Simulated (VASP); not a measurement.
# WSe2 in VASP: further runs, part 2 of 2

VASP 6.6.1. Earlier steps stand in the parts before.

## (3) Single point, r2SCAN

Input file POSCAR:

```
WSe2
1.0
    3.3143636060      0.0000000000      0.0000000000
   -1.6571818030      2.8703230802      0.0000000000
    0.0000000000      0.0000000000     16.6586759938
W Se
1 2
Direct
    0.0000000000      0.0000000000      0.0000000000
    0.3333333333      0.6666666667      0.0997031696
    0.3333333333      0.6666666667      0.9002968304
```

Input file INCAR.step1:

```
PREC     = Accurate       # precision mode
ENCUT    = 520            # plane-wave cutoff, eV
ISMEAR   = 0              # smearing method
SIGMA    = 0.05           # smearing width, eV
LREAL    = F              # projectors in reciprocal space
LASPH    = T              # aspherical terms in the spheres
NELM     = 80             # most SCF steps
NBANDS   = 20             # bands
GGA      = PE             # functional
ALGO     = Normal         # electronic algorithm
EDIFF    = 1E-4           # SCF threshold, eV
LWAVE    = T              # write WAVECAR
LCHARG   = F              # write CHGCAR
```

Input file INCAR.step2:

```
PREC     = Accurate       # precision mode
ENCUT    = 520            # plane-wave cutoff, eV
EDIFF    = 1E-6           # SCF threshold, eV
ISMEAR   = 0              # smearing method
SIGMA    = 0.05           # smearing width, eV
LREAL    = F              # projectors in reciprocal space
LASPH    = T              # aspherical terms in the spheres
NELM     = 80             # most SCF steps
ALGO     = Normal         # electronic algorithm
ISIF     = 2              # what is computed and relaxed
LWAVE    = F              # write WAVECAR
LCHARG   = F              # write CHGCAR
METAGGA  = R2SCAN         # meta-GGA
LMIXTAU  = T            
NBANDS   = 20             # bands
ISTART   = 1
```

Input file KPOINTS:

```
regular mesh
0
Gamma
  12 12 2
```

Potentials or basis: VASP PAW PBE potentials, release 64 (W_sv, Se).

The run is started by

```sh
$ cat potpaw_PBE.64/W_sv/POTCAR potpaw_PBE.64/Se/POTCAR > POTCAR
$ cp INCAR.step1 INCAR
$ mpirun -np 1 vasp_std > vasp.out
$ cp INCAR.step2 INCAR
$ mpirun -np 1 vasp_std > vasp.out
```

OUTCAR:

```text
PREC = Accurate
   ENCUT = 520
   EDIFF = 1E-6
   ISMEAR = 0
   LREAL = F
   LASPH = T
   NELM = 80
   ISIF = 2
   METAGGA = R2SCAN
   ISTART = 1

 ion  position               nearest neighbor table
   1  0.000  0.000  0.000-   2 2.53   3 2.53   2 2.53   3 2.53   2 2.53   3 2.53
   2  0.333  0.667  0.100-   1 2.53   1 2.53   1 2.53
   3  0.333  0.667  0.900-   1 2.53   1 2.53   1 2.53

  LATTYP: Found a hexagonal cell.
 ALAT       =     3.3143636060
 C/A-ratio  =     5.0262065283

  Lattice vectors:

 A1 = (   3.3143636060,   0.0000000000,   0.0000000000)
 A2 = (  -1.6571818030,   2.8703230802,   0.0000000000)
 A3 = (   0.0000000000,   0.0000000000,  16.6586759938)

Analysis of symmetry for initial positions (statically):
=====================================================================
 Subroutine PRICEL returns:
 Original cell was already a primitive cell.

 Routine SETGRP: Setting up the symmetry group for a
 hexagonal supercell.

 Subroutine GETGRP returns: Found 12 space group operations
 (whereof 12 operations were pure point group operations)
 out of a pool of 24 trial point group operations.

The static configuration has the point symmetry D_3h.

Analysis of symmetry for dynamics (positions and initial velocities):
=====================================================================
 Subroutine PRICEL returns:
 Original cell was already a primitive cell.

 Routine SETGRP: Setting up the symmetry group for a
 hexagonal supercell.

 Subroutine GETGRP returns: Found 12 space group operations
 (whereof 12 operations were pure point group operations)
 out of a pool of 24 trial point group operations.

The dynamic configuration has the point symmetry D_3h.

 Subroutine INISYM returns: Found 12 space group operations
 (whereof 12 operations are pure point group operations),
 and found     1 'primitive' translations

----------------------------------------------------------------------------------------

                                     Primitive cell

  volume of cell :     158.4789

  direct lattice vectors                    reciprocal lattice vectors
     3.314363606  0.000000000  0.000000000     0.301717047  0.174196418  0.000000000
    -1.657181803  2.870323080  0.000000000     0.000000000  0.348392837  0.000000000
     0.000000000  0.000000000 16.658675994     0.000000000  0.000000000  0.060028780

  length of vectors
     3.314363606  3.314363606 16.658675994     0.348392837  0.348392837  0.060028780

  position of ions in fractional coordinates (direct lattice)
     0.000000000  0.000000000  0.000000000
     0.333333333  0.666666667  0.099703170
     0.333333333  0.666666667  0.900296830

  ion indices of the primitive-cell ions
   primitive index   ion index
                 1           1
                 2           2
                 3           3

----------------------------------------------------------------------------------------

 KPOINTS: regular mesh

Automatic generation of k-mesh.
 Grid dimensions read from file:
 generate k-points for:   12   12    2

 Generating k-lattice:

  Cartesian coordinates                     Fractional coordinates (reciprocal lattice)
     0.025143087  0.014516368  0.000000000     0.083333333  0.000000000  0.000000000
     0.000000000  0.029032736  0.000000000     0.000000000  0.083333333  0.000000000
     0.000000000  0.000000000  0.030014390     0.000000000  0.000000000  0.500000000

  Length of vectors
     0.029032736  0.029032736  0.030014390

  Shift w.r.t. Gamma in fractional coordinates (k-lattice)
     0.000000000  0.000000000  0.000000000

 Subroutine IBZKPT returns following result:
 ===========================================

 Found     38 irreducible k-points:

 Following reciprocal coordinates:
            Coordinates               Weight
  0.000000  0.000000  0.000000      1.000000
  0.083333 -0.000000  0.000000      6.000000
  0.166667 -0.000000  0.000000      6.000000
  0.250000 -0.000000  0.000000      6.000000
  0.333333  0.000000  0.000000      6.000000
  0.416667 -0.000000  0.000000      6.000000
[... 16 lines left out ...]
  0.250000 -0.000000  0.500000      6.000000
  0.333333  0.000000  0.500000      6.000000
 [... further k-points ...]
   k-points           NKPTS =     38   k-points in BZ     NKDIM =     38   number of bands    NBANDS=     20
   number of dos      NEDOS =    301   number of ions     NIONS =      3
   total plane-waves  NPLWV =  98784
   dimension x,y,z NGX =    28 NGY =   28 NGZ =  126
   dimension x,y,z NGXF=    56 NGYF=   56 NGZF=  252
   ions per type =               1   2
   NGX,Y,Z   is equivalent  to a cutoff of  14.04, 14.04, 12.57 a.u.
   NGXF,Y,Z  is equivalent  to a cutoff of  28.09, 28.09, 25.15 a.u.
 SYSTEM =  unknown system
   PREC   = accura    normal or accurate (medium, high low for compatibility)
   ISTART =      1    job   : 0-new  1-cont  2-samecut
   ICHARG =      0    charge: 1-file 2-atom 10-const
   ISPIN  =      1    spin polarized calculation?
   LNONCOLLINEAR =      F non collinear calculations
   LSORBIT =      F    spin-orbit coupling
   LASPH  =      T    aspherical Exc in radial PAW
   ENCUT  =  520.0 eV  38.22 Ry    6.18 a.u.   6.16  6.16 30.97*2*pi/ulx,y,z
   NELM   =     80;   NELMIN=  2; NELMDL=  0     # of ELM steps
   EDIFF  = 0.1E-05   stopping-criterion for ELM
   LREAL  =      F    real-space projection
   EDIFFG = 0.1E-04   stopping-criterion for IOM
   NSW    =      0    number of steps for IOM
   IBRION =     -1    ionic relax: 0-MD 1-quasi-New 2-CG
   NFREE  =      0    steps in history (QN), initial steepest desc. (CG)
   ISIF   =      2    stress and relaxation
   ISYM   =      2    0-nonsym 1-usesym 2-fastsym
   POTIM  = 0.5000    time-step for ionic-motion
   TEBEG  =    0.0;   TEEND  =   0.0 temperature during run
   PSTRESS=    0.0 pullay stress
   NELECT =      26.0000    total number of electrons
   NUPDOWN=      -1.0000    fix difference up-down
   EMIN   =  10.00;   EMAX   =-10.00  energy-range for DOS
   EFERMI =   0.00;   METHOD = LEGACY
   ISMEAR =     0;   SIGMA  =   0.05  broadening in eV -4-tet -1-fermi 0-gaus
   EFERMI_NEDOS =   21; number of points for ismear=-14 and -15
   IALGO  =     38    algorithm
   IMIX   =      4    mixing-type and parameters
     AMIX     =   0.40;   BMIX     =  1.00
     AMIX_MAG =   1.60;   BMIX_MAG =  1.00
  volume/ion in A,a.u.               =      52.83       356.49
  Fermi-wavevector in a.u.,A,eV,Ry     =   0.896208  1.693588 10.928046  0.803189
  Thomas-Fermi vector in A             =   2.018637
   LORBIT       =      0    0 simple, 1 ext, 2 COOP (PROOUT), +10 PAW based schemes
   METAGGA = R2SCAN    functional components
   LHFCALC =     F    Hartree Fock is set to
   AEXX    =    0.0000 exact exchange contribution
   IVDW    =     0    specifies the selected vdW correction
   LEPSILON=     F    determine dielectric tensor
   LRPA    =     F    only Hartree local field effects (RPA)
 non-spin polarized calculation
 Gauss-broadening in eV      SIGMA  =   0.05
  energy-cutoff  :      520.00
  volume of cell :      158.48
 maximum number of plane-waves:      4298
 NGX is ok and might be reduce to    28
   NGX = 13   NGY = 13   NGZ = 61

 number of electron      25.9999999 magnetization

 Free energy of the ion-electron system (eV)
  ---------------------------------------------------
  ext. energy  EPLUGINS =         0.00000000
  ---------------------------------------------------
  free energy    TOTEN  =       -81.75058402 eV

  energy without entropy =      -81.75058402  energy(sigma->0) =      -81.75058402

 E-fermi :  -0.8419     XC(G=0):  -4.8470

 val. band max:       -1.0739078979   @ k =   0.3333   0.3333   0.0000
 cond. band min:       0.5681839682   @ k =   0.3333   0.3333   0.5000
 fundamental gap:      1.6420918661
 Fermi energy:        -0.8418847349

 k-point     1 :       0.0000    0.0000    0.0000
  band No.  band energies     occupation
      1     -77.0779      2.00000
      2     -40.6560      2.00000
      3     -40.5538      2.00000
      4     -40.5538      2.00000
      5     -16.4709      2.00000
      6     -15.1046      2.00000
[... 12 lines left out ...]
     19       4.5403      0.00000
[... 513 lines left out ...]
      4     -40.5948      2.00000
      5     -15.0768      2.00000
      6     -14.4446      2.00000
[... 12 lines left out ...]
     19       6.0426      0.00000
     20       6.0993      0.00000

 [... further k-points ...]

------------------------ aborting loop because EDIFF is reached ----------------------------------------

  FORCE on cell =-STRESS in cart. coord.  units (eV):
  Direction    XX          YY          ZZ          XY          YZ          ZX
  --------------------------------------------------------------------------------------
  -------------------------------------------------------------------------------------
  Total        0.1153334      0.1153334      0.1368797      0.0000000     -0.0000000      0.0000000
  in kB        1.1659884      1.1659884      1.3838152      0.0000000     -0.0000000      0.0000000
  external PRESSURE =       1.2385974 kB  Pullay stress =       0.0000000 kB

 VOLUME and BASIS-vectors are now :
 -----------------------------------------------------------------------------
  energy-cutoff  :      520.00
  volume of cell :      158.48
      direct lattice vectors                 reciprocal lattice vectors
     3.314363606  0.000000000  0.000000000     0.301717047  0.174196418  0.000000000
    -1.657181803  2.870323080  0.000000000     0.000000000  0.348392837  0.000000000
     0.000000000  0.000000000 16.658675994     0.000000000  0.000000000  0.060028780

 POSITION                                       TOTAL-FORCE (eV/Angst)
 -----------------------------------------------------------------------------------
      0.00000      0.00000      0.00000        -0.000000      0.000000     -0.000000
     -0.00000      1.91355      1.66092         0.000000     -0.000000      0.044252
     -0.00000      1.91355     14.99775         0.000000     -0.000000     -0.044252
 -----------------------------------------------------------------------------------
    total drift:                                0.000001     -0.000001     -0.000000

  FREE ENERGIE OF THE ION-ELECTRON SYSTEM (eV)
  ---------------------------------------------------
  free  energy   TOTEN  =       -81.7505840200 eV

  energy  without entropy=      -81.7505840200  energy(sigma->0) =      -81.75058402
```

It took 7.9 min on 1 thread of Intel Xeon Platinum 8259CL at 2.50GHz (Skylake/Cascade Lake), shared host; peak memory 0.41 GiB.

What came out:

| Property | Result |
| --- | --- |
| Free energy | -81.7506 eV |
| Largest force | 0.044 eV/Å |
| Band gap on the k mesh | 1.64 eV |

Forces on the atoms (eV/Å):
```
W    0.000  0.000  0.000
Se   0.000  0.000  0.044
Se   0.000  0.000 -0.044
```

Levels at points of the mesh, in eV from the valence-band top:
```
           k point  band 11  band 12  band 13  band 14  band 15  band 16
(0.00, 0.00, 0.00)    -1.38    -1.38    -0.26     3.09     3.09     3.27
(0.50, 0.00, 0.00)    -2.23    -1.10    -1.03     2.50     2.90     4.06
(0.00, 0.00, 0.50)    -1.38    -1.38    -0.26     3.09     3.09     3.27
(0.50, 0.00, 0.50)    -2.23    -1.10    -1.03     2.50     2.90     4.06
```

Caveat: there is no dipole correction, which matters where the two faces differ; the PAW data sets were made with another functional, which shifts forces and pressure a little; spin-orbit coupling is left out, which moves the levels of the heavy elements.

## (4) Single point, r2SCAN (uniaxial strain along c: -6.0 %)

Input file POSCAR:

```
WSe2
1.0
    3.3640790601      0.0000000000      0.0000000000
   -1.6820395301      2.9133779264      0.0000000000
    0.0000000000      0.0000000000     15.6591554341
W Se
1 2
Direct
    0.0000000003     -0.0000000003      0.0000000000
    0.3333333332      0.6666666668      0.1017414043
    0.3333333332      0.6666666668      0.8982585957
```

Input file INCAR.step1:

```
PREC = Accurate ; ENCUT = 550
ISMEAR = 0 ; SIGMA = 0.02
LREAL = F ; LASPH = T
NELM = 120 ; NBANDS = 20
GGA = PE ; ALGO = Normal
EDIFF = 1E-5 ; LWAVE = T
LCHARG = F ; GGA_COMPAT = F
```

Input file INCAR.step2:

```
PREC = Accurate ; ENCUT = 550
EDIFF = 1E-6 ; ISMEAR = 0
SIGMA = 0.02 ; LREAL = F
LASPH = T ; NELM = 120
ALGO = Normal ; ISIF = 2
LWAVE = F ; LCHARG = F
METAGGA = R2SCAN ; LMIXTAU = T
NBANDS = 20 ; ISTART = 1
GGA_COMPAT = F
```

KPOINTS is that of step 3.

Potentials or basis: VASP PAW PBE potentials, release 64 (W_sv, Se).

The run is started by

```sh
$ cat potpaw_PBE.64/W_sv/POTCAR potpaw_PBE.64/Se/POTCAR > POTCAR
$ cp INCAR.step1 INCAR
$ mpirun -np 1 vasp_std > vasp.out
$ cp INCAR.step2 INCAR
$ mpirun -np 1 vasp_std > vasp.out
```

OUTCAR:

```text
PREC = Accurate
   ENCUT = 550
   EDIFF = 1E-6
   ISMEAR = 0
   LREAL = F
   LASPH = T
   NELM = 120
   ISIF = 2
   METAGGA = R2SCAN
   ISTART = 1

 ion  position               nearest neighbor table
   1  0.000  1.000  0.000-   2 2.51   3 2.51   2 2.51   3 2.51   2 2.51   3 2.51
   2  0.333  0.667  0.102-   1 2.51   1 2.51   1 2.51
   3  0.333  0.667  0.898-   1 2.51   1 2.51   1 2.51

  LATTYP: Found a hexagonal cell.
 ALAT       =     3.3640790601
 C/A-ratio  =     4.6548119573

  Lattice vectors:

 A1 = (   3.3640790601,   0.0000000000,   0.0000000000)
 A2 = (  -1.6820395301,   2.9133779264,   0.0000000000)
 A3 = (   0.0000000000,   0.0000000000,  15.6591554341)

Analysis of symmetry for initial positions (statically):
=====================================================================
 Subroutine PRICEL returns:
 Original cell was already a primitive cell.

 Routine SETGRP: Setting up the symmetry group for a
 hexagonal supercell.

 Subroutine GETGRP returns: Found 12 space group operations
 (whereof 12 operations were pure point group operations)
 out of a pool of 24 trial point group operations.

The static configuration has the point symmetry D_3h.

Analysis of symmetry for dynamics (positions and initial velocities):
=====================================================================
 Subroutine PRICEL returns:
 Original cell was already a primitive cell.

 Routine SETGRP: Setting up the symmetry group for a
 hexagonal supercell.

 Subroutine GETGRP returns: Found 12 space group operations
 (whereof 12 operations were pure point group operations)
 out of a pool of 24 trial point group operations.

The dynamic configuration has the point symmetry D_3h.

[... 107 lines left out ...]
   ISYM   =      2    0-nonsym 1-usesym 2-fastsym
   POTIM  = 0.5000    time-step for ionic-motion
   TEBEG  =    0.0;   TEEND  =   0.0 temperature during run
   PSTRESS=    0.0 pullay stress
   NELECT =      26.0000    total number of electrons
   NUPDOWN=      -1.0000    fix difference up-down
   EMIN   =  10.00;   EMAX   =-10.00  energy-range for DOS
   EFERMI =   0.00;   METHOD = LEGACY
   ISMEAR =     0;   SIGMA  =   0.02  broadening in eV -4-tet -1-fermi 0-gaus
   EFERMI_NEDOS =   21; number of points for ismear=-14 and -15
   IALGO  =     38    algorithm
   IMIX   =      4    mixing-type and parameters
     AMIX     =   0.40;   BMIX     =  1.00
     AMIX_MAG =   1.60;   BMIX_MAG =  1.00
  volume/ion in A,a.u.               =      51.16       345.23
  Fermi-wavevector in a.u.,A,eV,Ry     =   0.905848  1.711805 11.164413  0.820561
  Thomas-Fermi vector in A             =   2.029465
   LORBIT       =      0    0 simple, 1 ext, 2 COOP (PROOUT), +10 PAW based schemes
   METAGGA = R2SCAN    functional components
   LHFCALC =     F    Hartree Fock is set to
   AEXX    =    0.0000 exact exchange contribution
   IVDW    =     0    specifies the selected vdW correction
   LEPSILON=     F    determine dielectric tensor
   LRPA    =     F    only Hartree local field effects (RPA)
 non-spin polarized calculation
 Gauss-broadening in eV      SIGMA  =   0.02
  energy-cutoff  :      550.00
  volume of cell :      153.47
 maximum number of plane-waves:      4540
 NGX is ok and might be reduce to    28
   NGX = 13   NGY = 13   NGZ = 59

 number of electron      25.9999999 magnetization

 Free energy of the ion-electron system (eV)
  ---------------------------------------------------
  ext. energy  EPLUGINS =         0.00000000
  ---------------------------------------------------
  free energy    TOTEN  =       -81.68004272 eV

  energy without entropy =      -81.68004272  energy(sigma->0) =      -81.68004272

 E-fermi :  -0.6994     XC(G=0):  -5.0049

 val. band max:       -0.9411819445   @ k =   0.0000   0.0000   0.5000
 cond. band min:       0.2863037082   @ k =   0.3333   0.3333   0.5000
 fundamental gap:      1.2274856527
 Fermi energy:        -0.6993568637

 k-point     1 :       0.0000    0.0000    0.0000
  band No.  band energies     occupation
      1     -77.0109      2.00000
      2     -40.5724      2.00000
      3     -40.5355      2.00000
      4     -40.5355      2.00000
      5     -16.4613      2.00000
      6     -14.8765      2.00000
[... 541 lines left out ...]
     19       6.1810      0.00000
     20       6.2810      0.00000

 [... further k-points ...]
[... 5 lines left out ...]
  --------------------------------------------------------------------------------------
  -------------------------------------------------------------------------------------
  Total       -0.0932348     -0.0932348      3.2619090      0.0000000     -0.0000000      0.0000000
  in kB       -0.9733237     -0.9733237     34.0526623      0.0000000     -0.0000000      0.0000000
  external PRESSURE =      10.7020050 kB  Pullay stress =       0.0000000 kB

 VOLUME and BASIS-vectors are now :
 -----------------------------------------------------------------------------
  energy-cutoff  :      550.00
  volume of cell :      153.47
      direct lattice vectors                 reciprocal lattice vectors
     3.364079060  0.000000000  0.000000000     0.297258174  0.171622087  0.000000000
    -1.682039530  2.913377926  0.000000000     0.000000000  0.343244174  0.000000000
     0.000000000  0.000000000 15.659155434     0.000000000  0.000000000  0.063860404

 POSITION                                       TOTAL-FORCE (eV/Angst)
 -----------------------------------------------------------------------------------
     -1.68204      2.91338      0.00000        -0.000000      0.000000      0.000000
     -0.00000      1.94225      1.59318         0.000000      0.000000      1.027485
     -0.00000      1.94225     14.06597         0.000000      0.000000     -1.027485
 -----------------------------------------------------------------------------------
    total drift:                               -0.000001      0.000001      0.000000

  FREE ENERGIE OF THE ION-ELECTRON SYSTEM (eV)
  ---------------------------------------------------
  free  energy   TOTEN  =       -81.6800427153 eV

  energy  without entropy=      -81.6800427153  energy(sigma->0) =      -81.68004272
```

OUTCAR.step1:

```text
PREC = Accurate
   ENCUT = 550
   ISMEAR = 0
   LREAL = F
[... 779 lines left out ...]
     -1.68204      2.91338      0.00000         0.000000      0.000000     -0.000000
     -0.00000      1.94225      1.59318        -0.000000      0.000000      1.327957
     -0.00000      1.94225     14.06597        -0.000000      0.000000     -1.327957
 -----------------------------------------------------------------------------------
    total drift:                               -0.000001      0.000001      0.000000

  FREE ENERGIE OF THE ION-ELECTRON SYSTEM (eV)
  ---------------------------------------------------
  free  energy   TOTEN  =       -21.5182999677 eV

  energy  without entropy=      -21.5182999677  energy(sigma->0) =      -21.51829997
```

Wall time 19 min (1 thread of Oxide Virtual Turin-like, shared host); peak memory 0.37 GiB.

Results:

- Free energy: -81.6800 eV
- Largest force: 1.027 eV/Å
- Band gap on the k mesh: 1.23 eV (least direct gap 1.36 eV)

Forces on the atoms (eV/Å):
```
W    0.000  0.000  0.000
Se   0.000  0.000  1.027
Se   0.000  0.000 -1.027
```

Caveat: the cell differs from its parent crystal (uniaxial strain along c: -6.0 %); there is no dipole correction, which matters where the two faces differ; the PAW data sets were made with another functional, which shifts forces and pressure a little; spin-orbit coupling is left out, which moves the levels of the heavy elements.
